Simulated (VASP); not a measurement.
# TaN (P6_3mc) in VASP: further runs

TaN is run at these levels: LDA; tasks: electric field gradients.

Everything below comes from runs of VASP 6.6.1. Logs are shortened: lines on timing, memory, paths and dates and some standing lists are left out, and cuts for length are marked.

## (1) The cell of the first run

The structure is hexagonal, space group P6_3mc (No. 186). The conventional cell has a = 3.050 Å, b = 3.050 Å, c = 4.841 Å, α = 90.00°, β = 90.00°, γ = 120.00°. Within 2.5 Å of Ta (site symmetry 3m) lie 4 N at 1.85 to 1.86 Å. N (site symmetry 3m) has 4 Ta at 1.85 to 1.86 Å within 2.5 Å.

## (2) Electric field gradients, LDA (zz strain of -2 %)

The input, INCAR:

```
SYSTEM = TaN
  PREC = Accurate
  ENCUT = 520
  EDIFF = 1E-8
  ISMEAR = -1
  SIGMA = 0.03
  LREAL = .FALSE.
  LASPH = .TRUE.
  NELM = 100
  ALGO = Normal
  ISIF = 2
  LWAVE = .FALSE.
  LCHARG = .FALSE.
  LEFG = .TRUE.
  NBANDS = 24
```

The input, KPOINTS:

```
regular mesh
0
G
  9 9 5
  0 0 0
```

The input, POSCAR:

```
TaN
1.0
    3.0500010905      0.0000000000      0.0000000000
   -1.5250005453      2.6413784260      0.0000000000
    0.0000000000      0.0000000000      4.8412000000
Ta N
2 2
Direct
    0.3333333333      0.6666666667      0.0000000000
    0.6666666667      0.3333333333      0.5000000000
    0.3333333333      0.6666666667      0.3850000000
    0.6666666667      0.3333333333      0.8850000000
```

Potentials or basis: VASP PAW LDA potentials, release 64 (Ta_pv, N).

Run with:

```console
$ cat potpaw_LDA.64/Ta_pv/POTCAR potpaw_LDA.64/N/POTCAR > POTCAR
$ mpirun -np 1 vasp_std > vasp.out
```

OUTCAR:

```text
SYSTEM = TaN
   PREC = Accurate
   ENCUT = 520
   EDIFF = 1E-8
   ISMEAR = -1
   LREAL = .FALSE.
   LASPH = .TRUE.
   NELM = 100
   ISIF = 2

 ion  position               nearest neighbor table
   1  0.333  0.667  0.000-   4 1.85   4 1.85   4 1.85   3 1.86   2 2.99   2 2.99   2 2.99   2 2.99
                             2 2.99   2 2.99
   2  0.667  0.333  0.500-   3 1.85   3 1.85   3 1.85   4 1.86   1 2.99   1 2.99   1 2.99   1 2.99
                             1 2.99   1 2.99
   3  0.333  0.667  0.385-   2 1.85   2 1.85   2 1.85   1 1.86
   4  0.667  0.333  0.885-   1 1.85   1 1.85   1 1.85   2 1.86

  LATTYP: Found a hexagonal cell.
 ALAT       =     3.0500010905
 C/A-ratio  =     1.5872781210

  Lattice vectors:

 A1 = (   3.0500010905,   0.0000000000,   0.0000000000)
 A2 = (  -1.5250005453,   2.6413784260,   0.0000000000)
 A3 = (   0.0000000000,   0.0000000000,   4.8412000000)

Analysis of symmetry for initial positions (statically):
=====================================================================
 Subroutine PRICEL returns:
 Original cell was already a primitive cell.

 Routine SETGRP: Setting up the symmetry group for a
 hexagonal supercell.

 Subroutine GETGRP returns: Found 12 space group operations
 (whereof  6 operations were pure point group operations)
 out of a pool of 24 trial point group operations.

The static configuration has the point symmetry C_3v.
 The point group associated with its full space group is C_6v.

Analysis of symmetry for dynamics (positions and initial velocities):
=====================================================================
 Subroutine PRICEL returns:
 Original cell was already a primitive cell.

 Routine SETGRP: Setting up the symmetry group for a
 hexagonal supercell.

 Subroutine GETGRP returns: Found 12 space group operations
 (whereof  6 operations were pure point group operations)
 out of a pool of 24 trial point group operations.

The dynamic configuration has the point symmetry C_3v.
 The point group associated with its full space group is C_6v.

 Subroutine INISYM returns: Found 12 space group operations
 (whereof  6 operations are pure point group operations),
 and found     1 'primitive' translations

----------------------------------------------------------------------------------------

                                     Primitive cell

  volume of cell :      39.0017

  direct lattice vectors                    reciprocal lattice vectors
     3.050001090  0.000000000  0.000000000     0.327868735  0.189295103  0.000000000
    -1.525000545  2.641378426  0.000000000     0.000000000  0.378590205  0.000000000
     0.000000000  0.000000000  4.841200000     0.000000000  0.000000000  0.206560357

  length of vectors
     3.050001090  3.050001091  4.841200000     0.378590205  0.378590205  0.206560357

  position of ions in fractional coordinates (direct lattice)
     0.333333333  0.666666667  0.000000000
     0.666666667  0.333333333  0.500000000
     0.333333333  0.666666667  0.385000000
     0.666666667  0.333333333  0.885000000

  ion indices of the primitive-cell ions
   primitive index   ion index
                 1           1
                 2           2
                 3           3
                 4           4

----------------------------------------------------------------------------------------

 KPOINTS: regular mesh

Automatic generation of k-mesh.
 Grid dimensions read from file:
 generate k-points for:    9    9    5

 Generating k-lattice:

  Cartesian coordinates                     Fractional coordinates (reciprocal lattice)
     0.036429859  0.021032789  0.000000000     0.111111111  0.000000000  0.000000000
     0.000000000  0.042065578  0.000000000     0.000000000  0.111111111  0.000000000
     0.000000000  0.000000000  0.041312071     0.000000000  0.000000000  0.200000000

  Length of vectors
     0.042065578  0.042065578  0.041312071

  Shift w.r.t. Gamma in fractional coordinates (k-lattice)
     0.000000000  0.000000000  0.000000000

 Subroutine IBZKPT returns following result:
 ===========================================

 Found     36 irreducible k-points:

 Following reciprocal coordinates:
            Coordinates               Weight
  0.000000  0.000000  0.000000      1.000000
  0.111111  0.000000  0.000000      6.000000
  0.222222  0.000000  0.000000      6.000000
  0.333333  0.000000  0.000000      6.000000
  0.444444  0.000000  0.000000      6.000000
  0.111111  0.111111  0.000000      6.000000
[... 16 lines left out ...]
  0.333333  0.222222  0.200000     24.000000
  0.333333  0.333333  0.200000      4.000000
 [... further k-points ...]
   k-points           NKPTS =     36   k-points in BZ     NKDIM =     36   number of bands    NBANDS=     24
   number of dos      NEDOS =    301   number of ions     NIONS =      4
   total plane-waves  NPLWV =  20736
   dimension x,y,z NGX =    24 NGY =   24 NGZ =   36
   dimension x,y,z NGXF=    48 NGYF=   48 NGZF=   72
   ions per type =               2   2
   NGX,Y,Z   is equivalent  to a cutoff of  13.08, 13.08, 12.36 a.u.
   NGXF,Y,Z  is equivalent  to a cutoff of  26.16, 26.16, 24.72 a.u.
 SYSTEM =  TaN
   PREC   = accura    normal or accurate (medium, high low for compatibility)
   ISTART =      0    job   : 0-new  1-cont  2-samecut
   ICHARG =      2    charge: 1-file 2-atom 10-const
   ISPIN  =      1    spin polarized calculation?
   LNONCOLLINEAR =      F non collinear calculations
   LSORBIT =      F    spin-orbit coupling
   LASPH  =      T    aspherical Exc in radial PAW
   ENCUT  =  520.0 eV  38.22 Ry    6.18 a.u.   5.67  5.67  9.00*2*pi/ulx,y,z
   NELM   =    100;   NELMIN=  2; NELMDL= -5     # of ELM steps
   EDIFF  = 0.1E-07   stopping-criterion for ELM
   LREAL  =      F    real-space projection
   EDIFFG = 0.1E-06   stopping-criterion for IOM
   NSW    =      0    number of steps for IOM
   IBRION =     -1    ionic relax: 0-MD 1-quasi-New 2-CG
   NFREE  =      0    steps in history (QN), initial steepest desc. (CG)
   ISIF   =      2    stress and relaxation
   ISYM   =      2    0-nonsym 1-usesym 2-fastsym
   POTIM  = 0.5000    time-step for ionic-motion
   TEBEG  =    0.0;   TEEND  =   0.0 temperature during run
   PSTRESS=    0.0 pullay stress
   NELECT =      32.0000    total number of electrons
   NUPDOWN=      -1.0000    fix difference up-down
   EMIN   =  10.00;   EMAX   =-10.00  energy-range for DOS
   EFERMI =   0.00;   METHOD = LEGACY
   ISMEAR =    -1;   SIGMA  =   0.03  broadening in eV -4-tet -1-fermi 0-gaus
   EFERMI_NEDOS =   21; number of points for ismear=-14 and -15
   IALGO  =     38    algorithm
   IMIX   =      4    mixing-type and parameters
     AMIX     =   0.40;   BMIX     =  1.00
     AMIX_MAG =   1.60;   BMIX_MAG =  1.00
  volume/ion in A,a.u.               =       9.75        65.80
  Fermi-wavevector in a.u.,A,eV,Ry     =   1.532605  2.896204 31.958432  2.348878
  Thomas-Fermi vector in A             =   2.639788
   LORBIT       =      0    0 simple, 1 ext, 2 COOP (PROOUT), +10 PAW based schemes
   GGA     = CA    functional components
   LHFCALC =     F    Hartree Fock is set to
   AEXX    =    0.0000 exact exchange contribution
   IVDW    =     0    specifies the selected vdW correction
   LEPSILON=     F    determine dielectric tensor
   LRPA    =     F    only Hartree local field effects (RPA)
 non-spin polarized calculation
  energy-cutoff  :      520.00
  volume of cell :       39.00
 maximum number of plane-waves:      1087
 NGX is ok and might be reduce to    24
   NGX = 11   NGY = 11   NGZ = 19

 number of electron      31.9999999 magnetization

 Free energy of the ion-electron system (eV)
  ---------------------------------------------------
  ext. energy  EPLUGINS =         0.00000000
  ---------------------------------------------------
  free energy    TOTEN  =       -42.43029937 eV

  energy without entropy =      -42.42223490  energy(sigma->0) =      -42.42626713

 E-fermi :   9.8781     XC(G=0): -13.8773

 val. band max:        9.8635097890   @ k =   0.1111   0.1111   0.4000
 cond. band min:       9.8851010664   @ k =   0.4444   0.0000   0.4000
 fundamental gap:      0.0215912774
 Fermi energy:         9.8781078456

 k-point     1 :       0.0000    0.0000    0.0000
  band No.  band energies     occupation
      1     -26.1685      2.00000
      2     -24.9279      2.00000
      3     -24.9279      2.00000
      4     -24.6959      2.00000
      5     -24.6959      2.00000
      6     -24.6313      2.00000
[... 16 lines left out ...]
     23      16.7120      0.00000
     24      16.7120      0.00000

 k-point     2 :       0.1111    0.0000    0.0000
  band No.  band energies     occupation
      1     -26.1206      2.00000
      2     -25.0566      2.00000
      3     -24.9668      2.00000
      4     -24.8445      2.00000
      5     -24.7163      2.00000
      6     -24.6570      2.00000
[... 16 lines left out ...]
     23      16.6715      0.00000
     24      17.2793      0.00000

 k-point     3 :       0.2222    0.0000    0.0000
  band No.  band energies     occupation
      1     -25.9966      2.00000
      2     -25.3652      2.00000
      3     -25.1951      2.00000
      4     -25.0613      2.00000
      5     -24.7701      2.00000
      6     -24.7342      2.00000
[... 16 lines left out ...]
     23      17.1028      0.00000
     24      18.3426      0.00000
[... 514 lines left out ...]
 k-point    23 :       0.3333    0.2222    0.2000
  band No.  band energies     occupation
      1     -25.9788      2.00000
      2     -25.8665      2.00000
      3     -25.4802      2.00000
      4     -25.2310      2.00000
      5     -25.1469      2.00000
      6     -24.9850      2.00000
[... 16 lines left out ...]
     23      17.1358      0.00000
     24      17.6046      0.00000

 k-point    24 :       0.3333    0.3333    0.2000
  band No.  band energies     occupation
      1     -25.8855      2.00000
      2     -25.8855      2.00000
      3     -25.6120      2.00000
      4     -25.2547      2.00000
      5     -25.0987      2.00000
      6     -25.0987      2.00000
[... 16 lines left out ...]
     23      17.6156      0.00000
     24      17.6156      0.00000

 [... further k-points ...]
[... 5 lines left out ...]
  --------------------------------------------------------------------------------------
  -------------------------------------------------------------------------------------
  Total       34.4500238     34.4500238     30.4125052     -0.0000000      0.0000000      0.0000000
  in kB     1415.1955804   1415.1955805   1249.3356522     -0.0000000      0.0000000      0.0000000
  external PRESSURE =    1359.9089377 kB  Pullay stress =       0.0000000 kB

 VOLUME and BASIS-vectors are now :
 -----------------------------------------------------------------------------
  energy-cutoff  :      520.00
  volume of cell :       39.00
      direct lattice vectors                 reciprocal lattice vectors
     3.050001090  0.000000000  0.000000000     0.327868735  0.189295103  0.000000000
    -1.525000545  2.641378426  0.000000000     0.000000000  0.378590205  0.000000000
     0.000000000  0.000000000  4.841200000     0.000000000  0.000000000  0.206560357

 POSITION                                       TOTAL-FORCE (eV/Angst)
 -----------------------------------------------------------------------------------
     -0.00000      1.76092      0.00000        -0.000000      0.000000      1.189639
      1.52500      0.88046      2.42060         0.000000     -0.000000      1.189639
     -0.00000      1.76092      1.86386         0.000000      0.000000     -1.189639
      1.52500      0.88046      4.28446        -0.000000      0.000000     -1.189639
 -----------------------------------------------------------------------------------
    total drift:                               -0.000000      0.000000      0.000598

  FREE ENERGIE OF THE ION-ELECTRON SYSTEM (eV)
  ---------------------------------------------------
  free  energy   TOTEN  =       -42.4302993716 eV

  energy  without entropy=      -42.4222348974  energy(sigma->0) =      -42.42626713

 Electric field gradients (V/A^2)
---------------------------------------------------------------------
 ion       V_xx      V_yy      V_zz      V_xy      V_xz      V_yz
---------------------------------------------------------------------
   1     -49.982   -49.983    99.965    -0.000     0.000    -0.000
   2     -49.982   -49.983    99.965    -0.000    -0.000     0.000
   3      -5.090    -5.090    10.180     0.000     0.000    -0.000
   4      -5.090    -5.090    10.180     0.000    -0.000     0.000
---------------------------------------------------------------------

 Electric field gradients after diagonalization (V/A^2)
 (convention: |V_zz| > |V_xx| > |V_yy|)
----------------------------------------------------------------------
 ion       V_xx      V_yy      V_zz     asymmetry (V_yy - V_xx)/ V_zz
----------------------------------------------------------------------
   1     -49.983   -49.982    99.965       0.000
   2     -49.983   -49.982    99.965       0.000
   3      -5.090    -5.089    10.180       0.000
   4      -5.090    -5.089    10.180       0.000
----------------------------------------------------------------------

           NMR quadrupolar parameters

 Cq : quadrupolar parameter    Cq=e*Q*V_zz/h
 eta: asymmetry parameters     (V_yy - V_xx)/ V_zz
 Q  : nuclear electric quadrupole moment in mb (millibarn)
----------------------------------------------------------------------
 ion       Cq(MHz)       eta       Q (mb)
----------------------------------------------------------------------
   1       0.242       0.000       1.000
   2       0.242       0.000       1.000
   3       0.025       0.000       1.000
   4       0.025       0.000       1.000
----------------------------------------------------------------------
```

Wall time 30 s (1 thread of Intel Xeon Platinum 8488C (Sapphire Rapids), shared host); peak memory 0.15 GiB.

Results:

```
Free energy            : -42.4303 eV
Pressure               : 136.0 GPa
Largest force          : 1.190 eV/Å
Band gap on the k mesh : zero (band 16 reaches 10.37 eV, above the bottom of band 17 at 8.20 eV)
```

Forces on the atoms (eV/Å):
```
Ta   0.000  0.000  1.190
Ta   0.000  0.000  1.190
N    0.000  0.000 -1.190
N    0.000  0.000 -1.190
```

Stress tensor (GPa, compression positive):
```
141.52   0.00   0.00
  0.00 141.52   0.00
  0.00   0.00 124.93
```

Electric field gradients, principal values (V/Å²):
```tsv
atom	least	middle	greatest (by size)
1 Ta	-49.982	-49.983	99.965
2 Ta	-49.982	-49.983	99.965
3 N	-5.089	-5.090	10.180
4 N	-5.089	-5.090	10.180
```

Caveat: the cell differs from its parent crystal (zz strain of -2 %); without QUAD_EFG the Cq values of the log hold for a quadrupole moment of 1 mb, not for the nuclei; spin-orbit coupling is left out, which moves the levels of the heavy elements; forces of over 1 eV/Å act on the atoms, so gaps and moduli don't describe the material at rest.

(Continued in part 2 of 3.)
